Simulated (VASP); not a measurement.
# MoS2 in VASP: a series of runs

Aim: see how the results for MoS2 move with the level of theory and the settings. Levels: LDA, PBE+D3(BJ). Tasks: single point, relaxation of cell and atoms.

Everything below comes from runs of VASP 6.6.1. Logs are shortened: lines on timing, memory, paths and dates and some standing lists are left out, and cuts for length are marked.

## 1. The cell of the first run

The cell holds a slab with vacuum, 9 atoms: a = 3.122 Å, b = 3.122 Å, c = 27.639 Å, α = 90.00°, β = 90.00°, γ = 120.00°.

## 2. Single point, LDA

File INCAR:

```
SYSTEM = MoS2
ALGO = Normal
EDIFF = 1E-6
ENCUT = 520
GGA = CA
ISIF = 2
ISMEAR = -1
LASPH = .TRUE.
LCHARG = .TRUE.
LELF = .TRUE.
LREAL = .FALSE.
LVHAR = .TRUE.
LWAVE = .FALSE.
NBANDS = 49
NELM = 60
PREC = Accurate
SIGMA = 0.05
```

File KPOINTS:

```
k-points
0
G
  10 10 1
  0 0 0
```

File POSCAR:

```
MoS2
1.0
    3.1215959405      0.0000000000      0.0000000000
   -1.5607979702      2.7033813848      0.0000000000
    0.0000000000      0.0000000000     27.6389729125
Mo S
3 6
Direct
    0.3333333333      0.6666666667      0.2182901601
    0.3333333333      0.6666666667      0.7817098399
    0.6666666667      0.3333333333      0.0000000000
    0.6666666667      0.3333333333      0.1620377615
    0.6666666667      0.3333333333      0.7255679250
    0.3333333333      0.6666666667      0.9437685417
    0.6666666667      0.3333333333      0.2744320750
    0.6666666667      0.3333333333      0.8379622385
    0.3333333333      0.6666666667      0.0562314583
```

Potentials or basis: VASP PAW LDA potentials, release 64 (Mo_sv, S).

Run with:

```console
> cat potpaw_LDA.64/Mo_sv/POTCAR potpaw_LDA.64/S/POTCAR > POTCAR
> mpirun -np 1 vasp_std > vasp.out
```

OUTCAR:

```text
SYSTEM = MoS2
   EDIFF = 1E-6
   ENCUT = 520
   GGA = CA
   ISIF = 2
   ISMEAR = -1
   LASPH = .TRUE.
   LREAL = .FALSE.
   NELM = 60
   PREC = Accurate

 ion  position               nearest neighbor table
   1  0.333  0.667  0.218-   7 2.38   7 2.38   7 2.38   4 2.38   4 2.38   4 2.38
   2  0.333  0.667  0.782-   5 2.38   5 2.38   5 2.38   8 2.38   8 2.38   8 2.38
   3  0.667  0.333  0.000-   6 2.38   9 2.38   6 2.38   9 2.38   6 2.38   9 2.38
   4  0.667  0.333  0.162-   1 2.38   1 2.38   1 2.38
   5  0.667  0.333  0.726-   2 2.38   2 2.38   2 2.38
   6  0.333  0.667  0.944-   3 2.38   3 2.38   3 2.38
   7  0.667  0.333  0.274-   1 2.38   1 2.38   1 2.38
   8  0.667  0.333  0.838-   2 2.38   2 2.38   2 2.38
   9  0.333  0.667  0.056-   3 2.38   3 2.38   3 2.38

  LATTYP: Found a hexagonal cell.
 ALAT       =     3.1215959405
 C/A-ratio  =     8.8541161122

  Lattice vectors:

 A1 = (   3.1215959405,   0.0000000000,   0.0000000000)
 A2 = (  -1.5607979702,   2.7033813848,   0.0000000000)
 A3 = (   0.0000000000,   0.0000000000,  27.6389729125)

Analysis of symmetry for initial positions (statically):
=====================================================================
 Subroutine PRICEL returns:
 Original cell was already a primitive cell.

 Routine SETGRP: Setting up the symmetry group for a
 hexagonal supercell.

 Subroutine GETGRP returns: Found 12 space group operations
 (whereof 12 operations were pure point group operations)
 out of a pool of 24 trial point group operations.

The static configuration has the point symmetry D_3h.

Analysis of symmetry for dynamics (positions and initial velocities):
=====================================================================
 Subroutine PRICEL returns:
 Original cell was already a primitive cell.

 Routine SETGRP: Setting up the symmetry group for a
 hexagonal supercell.

 Subroutine GETGRP returns: Found 12 space group operations
 (whereof 12 operations were pure point group operations)
 out of a pool of 24 trial point group operations.

The dynamic configuration has the point symmetry D_3h.

 Subroutine INISYM returns: Found 12 space group operations
 (whereof 12 operations are pure point group operations),
 and found     1 'primitive' translations

----------------------------------------------------------------------------------------

                                     Primitive cell

  volume of cell :     233.2415

  direct lattice vectors                    reciprocal lattice vectors
     3.121595941  0.000000000  0.000000000     0.320348956  0.184953556  0.000000000
    -1.560797970  2.703381385  0.000000000     0.000000000  0.369907112  0.000000000
     0.000000000  0.000000000 27.638972913     0.000000000  0.000000000  0.036180795

  length of vectors
     3.121595941  3.121595940 27.638972913     0.369907112  0.369907112  0.036180795

  position of ions in fractional coordinates (direct lattice)
     0.333333333  0.666666667  0.218290160
     0.333333333  0.666666667  0.781709840
     0.666666667  0.333333333  0.000000000
     0.666666667  0.333333333  0.162037762
     0.666666667  0.333333333  0.725567925
     0.333333333  0.666666667  0.943768542
     0.666666667  0.333333333  0.274432075
     0.666666667  0.333333333  0.837962238
     0.333333333  0.666666667  0.056231458

  ion indices of the primitive-cell ions
   primitive index   ion index
                 1           1
                 2           2
                 3           3
                 4           4
                 5           5
                 6           6
                 7           7
                 8           8
                 9           9

----------------------------------------------------------------------------------------

 KPOINTS: k-points

Automatic generation of k-mesh.
 Grid dimensions read from file:
 generate k-points for:   10   10    1

 Generating k-lattice:

  Cartesian coordinates                     Fractional coordinates (reciprocal lattice)
     0.032034896  0.018495356  0.000000000     0.100000000  0.000000000  0.000000000
     0.000000000  0.036990711  0.000000000     0.000000000  0.100000000  0.000000000
     0.000000000  0.000000000  0.036180795     0.000000000  0.000000000  1.000000000

  Length of vectors
     0.036990711  0.036990711  0.036180795

  Shift w.r.t. Gamma in fractional coordinates (k-lattice)
     0.000000000  0.000000000  0.000000000

 Subroutine IBZKPT returns following result:
 ===========================================

 Found     14 irreducible k-points:

 Following reciprocal coordinates:
            Coordinates               Weight
  0.000000  0.000000  0.000000      1.000000
  0.100000  0.000000  0.000000      6.000000
  0.200000  0.000000  0.000000      6.000000
  0.300000  0.000000  0.000000      6.000000
  0.400000 -0.000000  0.000000      6.000000
  0.500000 -0.000000  0.000000      3.000000
  0.100000  0.100000  0.000000      6.000000
  0.200000  0.100000  0.000000     12.000000
  0.300000  0.100000  0.000000     12.000000
  0.400000  0.100000  0.000000     12.000000
  0.200000  0.200000  0.000000      6.000000
  0.300000  0.200000  0.000000     12.000000
  0.400000  0.200000  0.000000      6.000000
  0.300000  0.300000  0.000000      6.000000
   k-points           NKPTS =     14   k-points in BZ     NKDIM =     14   number of bands    NBANDS=     49
   number of dos      NEDOS =    301   number of ions     NIONS =      9
   total plane-waves  NPLWV = 120960
   dimension x,y,z NGX =    24 NGY =   24 NGZ =  210
   dimension x,y,z NGXF=    48 NGYF=   48 NGZF=  420
   ions per type =               3   6
   NGX,Y,Z   is equivalent  to a cutoff of  12.78, 12.78, 12.63 a.u.
   NGXF,Y,Z  is equivalent  to a cutoff of  25.56, 25.56, 25.26 a.u.
 SYSTEM =  MoS2
   PREC   = accura    normal or accurate (medium, high low for compatibility)
   ISTART =      0    job   : 0-new  1-cont  2-samecut
   ICHARG =      2    charge: 1-file 2-atom 10-const
   ISPIN  =      1    spin polarized calculation?
   LNONCOLLINEAR =      F non collinear calculations
   LSORBIT =      F    spin-orbit coupling
   LASPH  =      T    aspherical Exc in radial PAW
   ENCUT  =  520.0 eV  38.22 Ry    6.18 a.u.   5.80  5.80 51.39*2*pi/ulx,y,z
   NELM   =     60;   NELMIN=  2; NELMDL= -5     # of ELM steps
   EDIFF  = 0.1E-05   stopping-criterion for ELM
   LREAL  =      F    real-space projection
   EDIFFG = 0.1E-04   stopping-criterion for IOM
   NSW    =      0    number of steps for IOM
   IBRION =     -1    ionic relax: 0-MD 1-quasi-New 2-CG
   NFREE  =      0    steps in history (QN), initial steepest desc. (CG)
   ISIF   =      2    stress and relaxation
   ISYM   =      2    0-nonsym 1-usesym 2-fastsym
   POTIM  = 0.5000    time-step for ionic-motion
   TEBEG  =    0.0;   TEEND  =   0.0 temperature during run
   PSTRESS=    0.0 pullay stress
   NELECT =      78.0000    total number of electrons
   NUPDOWN=      -1.0000    fix difference up-down
   EMIN   =  10.00;   EMAX   =-10.00  energy-range for DOS
   EFERMI =   0.00;   METHOD = LEGACY
   ISMEAR =    -1;   SIGMA  =   0.05  broadening in eV -4-tet -1-fermi 0-gaus
   EFERMI_NEDOS =   21; number of points for ismear=-14 and -15
   IALGO  =     38    algorithm
   IMIX   =      4    mixing-type and parameters
     AMIX     =   0.40;   BMIX     =  1.00
     AMIX_MAG =   1.60;   BMIX_MAG =  1.00
  volume/ion in A,a.u.               =      25.92       174.89
  Fermi-wavevector in a.u.,A,eV,Ry     =   1.136330  2.147352 17.568460  1.291245
  Thomas-Fermi vector in A             =   2.273035
   LORBIT       =      0    0 simple, 1 ext, 2 COOP (PROOUT), +10 PAW based schemes
   GGA     = CA    functional components
   LHFCALC =     F    Hartree Fock is set to
   AEXX    =    0.0000 exact exchange contribution
   IVDW    =     0    specifies the selected vdW correction
   LEPSILON=     F    determine dielectric tensor
   LRPA    =     F    only Hartree local field effects (RPA)
 non-spin polarized calculation
  energy-cutoff  :      520.00
  volume of cell :      233.24
 maximum number of plane-waves:      6328
 NGX is ok and might be reduce to    24
   NGX = 11   NGY = 11   NGZ =103

 number of electron      78.0000002 magnetization

 Free energy of the ion-electron system (eV)
  ---------------------------------------------------
  ext. energy  EPLUGINS =         0.00000000
  ---------------------------------------------------
  free energy    TOTEN  =       -73.32586182 eV

  energy without entropy =      -73.32585909  energy(sigma->0) =      -73.32586045

 E-fermi :   3.7769     XC(G=0):  -7.8376

 val. band max:        3.3239036568   @ k =   0.0000   0.0000   0.0000
 cond. band min:       4.3327429514   @ k =   0.2000   0.2000   0.0000
 fundamental gap:      1.0088392947
 Fermi energy:         3.7769270885

 k-point     1 :       0.0000    0.0000    0.0000
  band No.  band energies     occupation
      1     -57.7470      2.00000
      2     -57.7430      2.00000
      3     -57.7430      2.00000
      4     -32.1407      2.00000
      5     -32.1377      2.00000
      6     -32.1377      2.00000
[... 41 lines left out ...]
     48       5.8979      0.00000
     49       5.9316      0.00000

 k-point     2 :       0.1000    0.0000    0.0000
  band No.  band energies     occupation
      1     -57.7422      2.00000
      2     -57.7382      2.00000
      3     -57.7382      2.00000
      4     -32.1316      2.00000
      5     -32.1286      2.00000
      6     -32.1286      2.00000
[... 41 lines left out ...]
     48       5.7866      0.00000
     49       5.8913      0.00000

 k-point     3 :       0.2000    0.0000    0.0000
  band No.  band energies     occupation
      1     -57.7296      2.00000
      2     -57.7256      2.00000
      3     -57.7256      2.00000
      4     -32.1076      2.00000
      5     -32.1047      2.00000
      6     -32.1047      2.00000
[... 561 lines left out ...]
     48       6.4046      0.00000
     49       7.2335      0.00000

 k-point    14 :       0.3000    0.3000    0.0000
  band No.  band energies     occupation
      1     -57.6911      2.00000
      2     -57.6871      2.00000
      3     -57.6871      2.00000
      4     -32.2196      2.00000
      5     -32.2152      2.00000
      6     -32.2152      2.00000
[... 41 lines left out ...]
     48       6.3483      0.00000
     49       7.6257      0.00000

------------------------ aborting loop because EDIFF is reached ----------------------------------------

  FORCE on cell =-STRESS in cart. coord.  units (eV):
  Direction    XX          YY          ZZ          XY          YZ          ZX
  --------------------------------------------------------------------------------------
  -------------------------------------------------------------------------------------
  Total        0.1358232      0.1358232      0.1170465      0.0000000      0.0000000      0.0000000
  in kB        0.9329934      0.9329934      0.8040132      0.0000000      0.0000000      0.0000000
  external PRESSURE =       0.8900000 kB  Pullay stress =       0.0000000 kB

 VOLUME and BASIS-vectors are now :
 -----------------------------------------------------------------------------
  energy-cutoff  :      520.00
  volume of cell :      233.24
      direct lattice vectors                 reciprocal lattice vectors
     3.121595941  0.000000000  0.000000000     0.320348956  0.184953556  0.000000000
    -1.560797970  2.703381385  0.000000000     0.000000000  0.369907112  0.000000000
     0.000000000  0.000000000 27.638972913     0.000000000  0.000000000  0.036180795

 POSITION                                       TOTAL-FORCE (eV/Angst)
 -----------------------------------------------------------------------------------
     -0.00000      1.80225      6.03332         0.000000      0.000000      0.000604
     -0.00000      1.80225     21.60566         0.000000      0.000000     -0.000604
      1.56080      0.90113      0.00000        -0.000000      0.000000     -0.000000
      1.56080      0.90113      4.47856         0.000000      0.000000     -0.016324
      1.56080      0.90113     20.05395         0.000000      0.000000     -0.018284
     -0.00000      1.80225     26.08479        -0.000000      0.000000     -0.018952
      1.56080      0.90113      7.58502        -0.000000     -0.000000      0.018284
      1.56080      0.90113     23.16042         0.000000     -0.000000      0.016324
     -0.00000      1.80225      1.55418        -0.000000      0.000000      0.018952
 -----------------------------------------------------------------------------------
    total drift:                                0.000000     -0.000000      0.000000

  FREE ENERGIE OF THE ION-ELECTRON SYSTEM (eV)
  ---------------------------------------------------
  free  energy   TOTEN  =       -73.3258618178 eV

  energy  without entropy=      -73.3258590913  energy(sigma->0) =      -73.32586045
```

It took 3.7 min on 1 thread of Intel Xeon Platinum 8259CL at 2.50GHz (Skylake/Cascade Lake), shared host; peak memory 0.33 GiB.

Results:

- Free energy: -73.3259 eV
- Largest force: 0.019 eV/Å
- Band gap on the k mesh: 1.01 eV (least direct gap 2.02 eV)

Forces in eV/Å, atoms in the order of the input:
```
Mo   0.000  0.000  0.001
Mo   0.000  0.000 -0.001
Mo   0.000  0.000  0.000
S    0.000  0.000 -0.016
S    0.000  0.000 -0.018
S    0.000  0.000 -0.019
S    0.000  0.000  0.018
S    0.000  0.000  0.016
S    0.000  0.000  0.019
```

## 3. Single point, PBE+D3(BJ)

This run uses another cell than the first one, of 17.89 Å³/atom.

File INCAR:

```
SYSTEM = MoS2
  PREC = Accurate
  ENCUT = 520
  EDIFF = 1E-6
  ISMEAR = -1
  SIGMA = 0.05
  LREAL = .False.
  LASPH = .True.
  NELM = 60
  ALGO = Normal
  ISIF = 2
  LWAVE = .False.
  LCHARG = .False.
  GGA = PE
  IVDW = 12
  NBANDS = 49
```

File KPOINTS:

```
Automatic mesh
0
Gamma
  7 7 1
  0 0 0
```

File POSCAR:

```
MoS2
1.0
    3.1493010738      0.0000000000      0.0000000000
   -1.5746505369      2.7273747341      0.0000000000
    0.0000000000      0.0000000000     18.7437467797
Mo S
3 6
Direct
    0.3333333333      0.6666666667      0.3217955110
    0.3333333333      0.6666666667      0.6782044890
    0.6666666667      0.3333333333      0.0000000000
    0.6666666667      0.3333333333      0.2382236859
    0.6666666667      0.3333333333      0.5946119912
    0.3333333333      0.6666666667      0.9164818319
    0.6666666667      0.3333333333      0.4053880088
    0.6666666667      0.3333333333      0.7617763141
    0.3333333333      0.6666666667      0.0835181681
```

Potentials or basis: VASP PAW PBE potentials, release 64 (Mo_sv, S).

Run with:

```console
> cat potpaw_PBE.64/Mo_sv/POTCAR potpaw_PBE.64/S/POTCAR > POTCAR
> mpirun -np 1 vasp_std > vasp.out
```

Wall time 52 s (1 thread of AMD EPYC 9R45 (Zen 5), shared host); peak memory 0.25 GiB.

It converged, with:

* Free energy: -69.1598 eV
* Pressure: -0.1 GPa
* Largest force: 0.022 eV/Å
* Band gap on the k mesh: 1.05 eV (least direct gap 2.12 eV)
* Dispersion energy per atom: -0.424 eV

Forces on the atoms (eV/Å):
```
Mo   0.000  0.000  0.010
Mo   0.000  0.000 -0.010
Mo   0.000  0.000  0.000
S    0.000  0.000  0.022
S    0.000  0.000  0.010
S    0.000  0.000  0.013
S    0.000  0.000 -0.010
S    0.000  0.000 -0.022
S    0.000  0.000 -0.013
```

Levels at points of the mesh, in eV from the valence-band top:
```
           k point  band 35  band 36  band 37  band 38  band 39  band 40  band 41  band 42  band 43  band 44
(0.00, 0.00, 0.00)    -2.04    -1.26    -1.14    -0.17     0.00     2.20     2.20     2.20     2.20     2.25
```

Caveat: an odd mesh through Γ misses points on the zone boundary, where band edges can lie.

(Part 1 of 2 ends here.)
